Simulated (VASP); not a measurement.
Mg5CdS6, 12 atoms in the cell. It takes space group P-3m1 (No. 164, trigonal). The conventional cell has a = 3.733 Å, b = 3.733 Å, c = 18.304 Å, α = 90.00°, β = 90.00°, γ = 120.00°. Within 3.5 Å of Mg (site symmetry 3m) lie 6 S at 2.63 Å. Within 3.5 Å of Mg (site symmetry -3m) lie 6 S at 2.63 Å. Mg (site symmetry 3m) has 6 S at 2.62 to 2.63 Å within 3.5 Å. Within 3.9 Å of Cd (site symmetry -3m) lie 6 S at 2.72 Å and 6 Cd at 3.73 Å and 6 Mg at 3.81 Å. S (site symmetry 3m) has 6 Mg at 2.63 Å within 3.5 Å. S (site symmetry 3m) has 6 Mg at 2.63 Å within 3.5 Å. S (site symmetry 3m) has 3 Mg at 2.62 Å and 3 Cd at 2.72 Å within 3.5 Å. 

```yaml
Program: VASP 6.6.1
Task: single point
Functional: PBE
Potentials_or_basis: VASP PAW PBE potentials, release 64 (Mg, Cd, S)
Cutoff: 520 eV
k_mesh: 6 × 6 × 1
Occupations: gaussian, width 0.1 eV
Spin: no spin polarisation
Dipole_correction: no
Further_INCAR_settings: ALGO = Normal; EDIFF = 1e-06; NBANDS = 41
```

Potentials or basis: VASP PAW PBE potentials, release 64 (Mg, Cd, S).

Command:

```bash
$ cat potpaw_PBE.64/Mg/POTCAR potpaw_PBE.64/Cd/POTCAR potpaw_PBE.64/S/POTCAR > POTCAR
$ mpirun -np 1 vasp_std > vasp.out
```

Hardware: 1 thread of Intel(R) Xeon(R) 6975P-C (Granite Rapids), with other jobs on the host.

Q: How long does it take, and how much memory?

A: Run time: 37 s on 1 thread of Intel(R) Xeon(R) 6975P-C (Granite Rapids), on a shared host, peak memory 0.34 GiB. Counts: scf iterations 14, k points 7.
